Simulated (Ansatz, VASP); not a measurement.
## P: VASP beside Ansatz

Contents of INCAR:

```
SYSTEM = P
  ALGO = Normal
  EDIFF = 1E-6
  ENCUT = 500
  GGA = PE
  GGA_COMPAT = .FALSE.
  ISIF = 2
  ISMEAR = -1
  LASPH = .TRUE.
  LCHARG = .FALSE.
  LREAL = .FALSE.
  LWAVE = .FALSE.
  NBANDS = 12
  NELM = 120
  PREC = Accurate
  SIGMA = 0.1
```

File KPOINTS:

```
k-points
0
G
  12 12 12
  0 0 0
```

File POSCAR:

```
P
1.0
    0.0000000000      2.5474101822      2.5474101822
    2.5474101822      0.0000000000      2.5474101822
    2.5474101822      2.5474101822      0.0000000000
P
2
Direct
   -0.1250000000     -0.1250000000     -0.1250000000
    0.1250000000      0.1250000000      0.1250000000
```

Input for Ansatz:

```yaml
crystal:
  lattice:
    - [0.0, 2.5474101822, 2.5474101822]
    - [2.5474101822, 0.0, 2.5474101822]
    - [2.5474101822, 2.5474101822, 0.0]
  atoms:
    - { symbol: P, position: [-0.125, -0.125, -0.125] }
    - { symbol: P, position: [0.125, 0.125, 0.125] }
kpoints:
  mp_grid: { grid: [12, 12, 12] }
scf:
  occupations: { method: fermi_dirac, width: 0.1 }
hamiltonian:
  xc: pbe
  pseudopotentials: { kind: all_electron, lapw: { basis_error: 0.001 } }
output:
  forces: true
  stress: true
  eigenvalues: true
  populations: true
```

Change from the starting cell: volume scaled by 0.8, LAPW.

Alike in both runs: task single point; functional PBE; k mesh 12 × 12 × 12; occupations fermi-dirac, width 0.1 eV; no spin polarisation.

|  | VASP | Ansatz |
| --- | --- | --- |
| version | VASP 6.6.1 | Ansatz 0.2.0 |
| potentials or method | VASP PAW PBE potentials, release 64 (P), cutoff 500 eV | all-electron LAPW, scalar-relativistic |

|  | VASP | Ansatz | Ansatz less VASP |
| --- | --- | --- | --- |
| pressure (GPa) | 14.2 | 14.5 | +0.31 |

Ansatz ran all-electron here, and VASP with PAW potentials.
